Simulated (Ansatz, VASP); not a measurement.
# ZrPdSe4: VASP beside Ansatz

The input INCAR:

```
  ALGO = Normal
  EDIFF = 1E-7
  EDIFFG = -0.01
  ENCUT = 600
  GGA = PE
  IBRION = 2
  ISIF = 3
  ISMEAR = 0
  LASPH = T
  LCHARG = F
  LREAL = F
  LWAVE = F
  NELM = 60
  NSW = 100
  PREC = Accurate
  SIGMA = 0.1
```

File KPOINTS:

```
k-points
0
Gamma
  8 8 8
```

POSCAR

```
ZrPdSe4
1.0
    0.0000000000      3.9508377311      3.9508377311
    3.9508377311      0.0000000000      3.9508377311
    3.9508377311      3.9508377311      0.0000000000
Zr Pd Se
1 1 4
Direct
    0.2500000000      0.2500000000      0.2500000000
    0.0000000000      0.0000000000      0.0000000000
    0.6248565860      0.6248565860      0.6248565860
    0.6248565860      0.6248565860      0.1254302421
    0.6248565860      0.1254302421      0.6248565860
    0.1254302421      0.6248565860      0.6248565860
```

Input for Ansatz:

```yaml
crystal:
  lattice:
    - [0.0, 3.9508377311, 3.9508377311]
    - [3.9508377311, 0.0, 3.9508377311]
    - [3.9508377311, 3.9508377311, 0.0]
  atoms:
    - { symbol: Zr, position: [0.25, 0.25, 0.25] }
    - { symbol: Pd, position: [0.0, 0.0, 0.0] }
    - { symbol: Se, position: [0.624856586, 0.624856586, 0.624856586] }
    - { symbol: Se, position: [0.624856586, 0.624856586, 0.1254302421] }
    - { symbol: Se, position: [0.624856586, 0.1254302421, 0.624856586] }
    - { symbol: Se, position: [0.1254302421, 0.624856586, 0.624856586] }
basis:
  ecutwfc: 420
kpoints:
  mp_grid: { grid: [8, 8, 8] }
hamiltonian:
  xc: pbe
scf:
  occupations: { method: gaussian, width: 0.1 }
output:
  forces: true
  stress: true
  eigenvalues: true
relax:
  adjacent_minimum: "off"
  f_tol: 0.01
  max_steps: 80
  cell: { stress_tol: 0.05 }
```

Change from the starting cell: species swapped into the LuInCo4 type (F-43m, No. 216).

Alike in both runs: task relaxation of cell and atoms; functional PBE; k mesh 8 × 8 × 8; occupations gaussian, width 0.1 eV; no spin polarisation.

|  | VASP | Ansatz |
| --- | --- | --- |
| version | VASP 6.6.1 | Ansatz 0.2.0 |
| potentials or method | VASP PAW PBE potentials, release 64 (Zr_sv, Pd, Se), cutoff 600 eV | scalar-relativistic, plane waves, PAW |
| valence electrons in the cell | 46 | 94 |

VASP gave:

- gap on the k mesh at the Fermi level, each at its own relaxed structure (eV): none
- relaxed volume (Å³/atom): 20.31
- relaxed length of the cell vector where the two differ most in proportion (Å): 5.565

What did Ansatz give for the same quantities?

gap on the k mesh at the Fermi level, each at its own relaxed structure (eV): none; relaxed volume (Å³/atom): 20.30; relaxed length of the cell vector where the two differ most in proportion (Å): 5.564.

A gap of «none» marks a metal or a gap that the smearing closes. VASP's potentials hold 46 valence electrons a cell and Ansatz's 94, so a difference there can come from the potentials and not from the codes.
